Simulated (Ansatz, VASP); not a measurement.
# One calculation of Co, two programs

```
CELL_PARAMETERS angstrom
2.50740 0.00000 0.00000
-1.25370 2.17147 0.00000
0.00000 0.00000 4.06990
ATOMIC_POSITIONS crystal
Co 0.33333 0.66667 0.25000
Co 0.66667 0.33333 0.75000
```

Alike in both runs: task single point; functional PBE; k mesh 12 × 12 × 7; occupations fermi-dirac, width 0.1 eV; collinear spin.

|  | VASP | Ansatz |
| --- | --- | --- |
| version | VASP 6.6.1 | Ansatz 0.2.0 |
| potentials or method | VASP PAW PBE potentials, release 64 (Co) | plane waves, PAW |
| plane-wave cutoff (eV) | 520 | 420 |
| valence electrons in the cell | 18 | 34 |

|  | VASP | Ansatz | Ansatz less VASP |
| --- | --- | --- | --- |
| gap on the k mesh at the Fermi level (eV) | none | none | - |
| net moment per atom (μB) | 0.00 | 1.64 | +1.636 |
| size of the moment on the site where the two differ most (μB) | 0.94 | 1.71 | +0.772 |

The net moments are unlike, so the other rows may belong to different states. Site moments also hang on the region over which each program counts them. A gap of «none» marks a metal or a gap that the smearing closes. VASP's potentials hold 18 valence electrons a cell and Ansatz's 34, so a difference there can come from the potentials and not from the codes. Ansatz's warnings: seeded moment not kept.
